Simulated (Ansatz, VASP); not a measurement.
Cr in VASP and in Ansatz

Contents of INCAR:

```
  PREC = Accurate
  ENCUT = 520
  EDIFF = 1E-7
  ISMEAR = -1
  SIGMA = 0.05
  LREAL = False
  LASPH = True
  NELM = 150
  ALGO = Normal
  ISIF = 2
  LWAVE = False
  LCHARG = False
  ISPIN = 2
  MAGMOM = -3 3
  LORBIT = 11
  LMAXMIX = 4
  GGA = PE
  NBANDS = 23
```

Contents of KPOINTS:

```
regular mesh
0
Gamma
  11 11 11
```

File POSCAR:

```
Cr
1.0
    2.9982963100      0.0000000000      0.0000000000
    0.0000000000      2.9982963100      0.0000000000
    0.0000000000      0.0000000000      2.9982963100
Cr
2
Direct
    0.0000000000      0.0000000000      0.0000000000
    0.5000000000      0.5000000000      0.5000000000
```

Input for Ansatz:

```yaml
crystal:
  lattice:
    - [2.99829631, 0.0, 0.0]
    - [0.0, 2.99829631, 0.0]
    - [0.0, 0.0, 2.99829631]
  atoms:
    - { symbol: Cr, position: [0.0, 0.0, 0.0], spin: -3.0 }
    - { symbol: Cr, position: [0.5, 0.5, 0.5], spin: 3.0 }
magnetization:
  spin_polarized: true
kpoints:
  mp_grid: { grid: [11, 11, 11] }
scf:
  occupations: { method: fermi_dirac, width: 0.05 }
hamiltonian:
  xc: pbe
  pseudopotentials: { kind: all_electron, lapw: { basis_error: 0.00025 } }
output:
  forces: true
  stress: true
  eigenvalues: true
```

Change from the starting cell: volume scaled by 1.03.

Alike in both runs: task single point; functional PBE; k mesh 11 × 11 × 11; occupations fermi-dirac, width 0.05 eV; collinear spin.

|  | VASP | Ansatz |
| --- | --- | --- |
| version | VASP 6.6.1 | Ansatz 0.2.0 |
| potentials or method | VASP PAW PBE potentials, release 64 (Cr_pv), cutoff 520 eV | all-electron LAPW, scalar-relativistic |

|  | VASP | Ansatz | Ansatz less VASP |
| --- | --- | --- | --- |
| pressure (GPa) | -15.4 | -15.8 | -0.42 |
| net moment per atom (μB) | 0.00 | 0.00 | 0.000 |
| size of the moment on the site where the two differ most (μB) | 1.99 | 1.94 | -0.045 |

Site moments also hang on the region over which each program counts them. Ansatz ran all-electron here, and VASP with PAW potentials.
